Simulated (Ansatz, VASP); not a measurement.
## Two plane-wave programs on Ge2N

Contents of INCAR:

```
SYSTEM = Ge2N
ALGO     = Normal         ! electronic algorithm
EDIFF    = 1E-6           ! SCF threshold, eV
EDIFFG   = -0.01          ! ionic threshold
ENCUT    = 600            ! plane-wave cutoff, eV
GGA      = PE             ! functional
IBRION   = 2              ! ionic algorithm
ISIF     = 3              ! what is computed and relaxed
ISMEAR   = 0              ! smearing method
LASPH    = .True.         ! aspherical terms in the spheres
LCHARG   = .False.        ! write CHGCAR
LREAL    = .False.        ! projectors in reciprocal space
LWAVE    = .False.        ! write WAVECAR
NELM     = 60             ! most SCF steps
NSW      = 100            ! ionic steps
PREC     = Accurate       ! precision mode
SIGMA    = 0.1            ! smearing width, eV
```

KPOINTS

```
k-points
0
Gamma
  18 18 8
  0 0 0
```

File POSCAR:

```
Ge2N
1.0
    2.9937110648      0.0000000000      0.0000000000
   -1.4968555324      2.5926298337      0.0000000000
    0.0000000000      0.0000000000      5.8852803094
Ge N
2 1
Direct
    0.3333333333      0.6666666667      0.2355174891
    0.6666666667      0.3333333333      0.7644825109
    0.0000000000      0.0000000000      0.0000000000
```

Input for Ansatz:

```yaml
crystal:
  lattice:
    - [2.9937110648, 0.0, 0.0]
    - [-1.4968555324, 2.5926298337, 0.0]
    - [0.0, 0.0, 5.8852803094]
  atoms:
    - { symbol: Ge, position: [0.3333333333, 0.6666666667, 0.2355174891] }
    - { symbol: Ge, position: [0.6666666667, 0.3333333333, 0.7644825109] }
    - { symbol: "N", position: [0.0, 0.0, 0.0] }
basis:
  ecutwfc: 420
kpoints:
  mp_grid: { grid: [18, 18, 8] }
hamiltonian:
  xc: pbe
scf:
  occupations: { method: gaussian, width: 0.1 }
output:
  forces: true
  stress: true
  eigenvalues: true
  write_density: true
  write_potential: true
  elf: true
  volumetric_format: npy
relax:
  adjacent_minimum: "off"
  f_tol: 0.01
  max_steps: 80
  cell: { stress_tol: 0.05 }
```

Change from the starting cell: species swapped into the TmCd2 type (P-3m1, No. 164).

Alike in both runs: task relaxation of cell and atoms; functional PBE; k mesh 18 × 18 × 8; occupations gaussian, width 0.1 eV; no spin polarisation.

```csv
,VASP,Ansatz
version,VASP 6.6.1,Ansatz 0.2.0
potentials or method,"VASP PAW PBE potentials, release 64 (Ge_d, N), cutoff 600 eV","scalar-relativistic, plane waves, PAW"
valence electrons in the cell,33,33
```

```csv
,VASP,Ansatz,Ansatz less VASP
"gap on the k mesh at the Fermi level, each at its own relaxed structure (eV)",none,none,-
relaxed volume (Å³/atom),15.37,15.41,+0.039
relaxed cell length with the largest relative difference (Å),5.969,5.984,+0.0142
```

A gap of «none» marks a metal or a gap that the smearing closes.
